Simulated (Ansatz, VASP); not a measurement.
Ge in VASP and in Ansatz

INCAR

```
SYSTEM = Ge
  PREC = Accurate
  ENCUT = 520
  EDIFF = 1E-6
  ISMEAR = -1
  SIGMA = 0.05
  LREAL = .False.
  LASPH = .True.
  NELM = 60
  ALGO = Normal
  ISIF = 2
  LWAVE = .False.
  LCHARG = .True.
  LELF = .True.
  LVHAR = .True.
  NBANDS = 21
```

KPOINTS

```
regular mesh
0
Gamma
  10 10 10
  0 0 0
```

The input POSCAR:

```
Ge
1.0
    0.0000000000      2.8287700000      2.7721946000
    2.8287700000      0.0000000000      2.7721946000
    2.8287700000      2.8287700000      0.0000000000
Ge
2
Direct
    0.5000000000      0.5000000000      0.5000000000
    0.7500000000      0.7500000000      0.7500000000
```

Input for Ansatz:

```yaml
crystal:
  lattice:
    - [0.0, 2.82877, 2.7721946]
    - [2.82877, 0.0, 2.7721946]
    - [2.82877, 2.82877, 0.0]
  atoms:
    - { symbol: Ge, position: [0.5, 0.5, 0.5] }
    - { symbol: Ge, position: [0.75, 0.75, 0.75] }
kpoints:
  mp_grid: { grid: [10, 10, 10] }
  band_path:
    path:
      - [0.0, 0.0, 0.0]
      - [0.0, 0.5, 0.5]
      - [0.25, 0.75, 0.5]
      - [0.0, 0.5, 0.0]
      - [0.0, 0.0, 0.0]
      - [0.5, 0.5, 0.0]
      - [0.3801541025, 0.6198458975, 0.0]
      - [-0.3801541025, 0.3801541025, 0.0]
      - [0.0, 0.0, 0.0]
    npoints: 5
scf:
  occupations: { method: fermi_dirac, width: 0.05 }
hamiltonian:
  xc: lda
  pseudopotentials: { kind: all_electron, lapw: { basis_error: 0.00025 } }
output:
  forces: true
  stress: true
  eigenvalues: true
```

Change from the starting cell: zz strain of -2 %.

Alike in both runs: task single point; functional LDA; k mesh 10 × 10 × 10; occupations fermi-dirac, width 0.05 eV; no spin polarisation.

|  | VASP | Ansatz |
| --- | --- | --- |
| version | VASP 6.6.1 | Ansatz 0.2.0 |
| potentials or method | VASP PAW LDA potentials, release 64 (Ge_d), cutoff 520 eV | all-electron LAPW, scalar-relativistic |

Ansatz gave:

```
pressure (GPa)                                                : 0.1
traceless stress, the component that is largest in VASP (GPa) : 0.96
```

Q: Estimate VASP's values.

A: Pressure (GPa): 0.3; traceless stress, the component that is largest in VASP (GPa): 0.96.

LDA's correlation is that of Perdew and Zunger in VASP and of Perdew and Wang (1992) in Ansatz. Ansatz ran all-electron here, and VASP with PAW potentials.
